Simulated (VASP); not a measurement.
Here is a VASP 6.6.1 calculation.

File INCAR:

```
PREC = Accurate
ENCUT = 520
EDIFF = 1E-7
ISMEAR = 0
SIGMA = 0.013000000000000001
LREAL = F
LASPH = T
NELM = 100
ALGO = Normal
ISIF = 2
LWAVE = F
LCHARG = T
GGA = PE
LELF = T
LVHAR = T
NBANDS = 18
```

KPOINTS

```
regular mesh
0
Gamma
  12 12 12
```

POSCAR

```
Si2W
1.0
   -1.6069000000      1.6069000000      3.9149500000
    1.6069000000     -1.6069000000      3.9149500000
    1.6069000000      1.6069000000     -3.9149500000
W Si
1 2
Direct
    0.0000000000      0.0000000000      0.0000000000
    0.6653000000      0.6653000000      0.0000000000
    0.3347000000      0.3347000000      0.0000000000
```

Potentials or basis: VASP PAW PBE potentials, release 64 (W_sv, Si).

The run is started by

```console
$ cat potpaw_PBE.64/W_sv/POTCAR potpaw_PBE.64/Si/POTCAR > POTCAR
$ mpirun -np 1 vasp_std > vasp.out
```

Q: What does it give for the band gap on the k mesh?

A: Zero (bands 11 and 12 overlap by 1.30 eV).

Q: Predict the largest force.

A: 0.084 eV/Å.

Q: What does it give for the pressure?

A: 3.4 GPa.

Stress tensor (GPa, compression positive):
```
3.19 0.00 0.00
0.00 3.19 0.00
0.00 0.00 3.75
```

Caveat: the cell stands under pressure; spin-orbit coupling is left out, which moves the levels of the heavy elements.
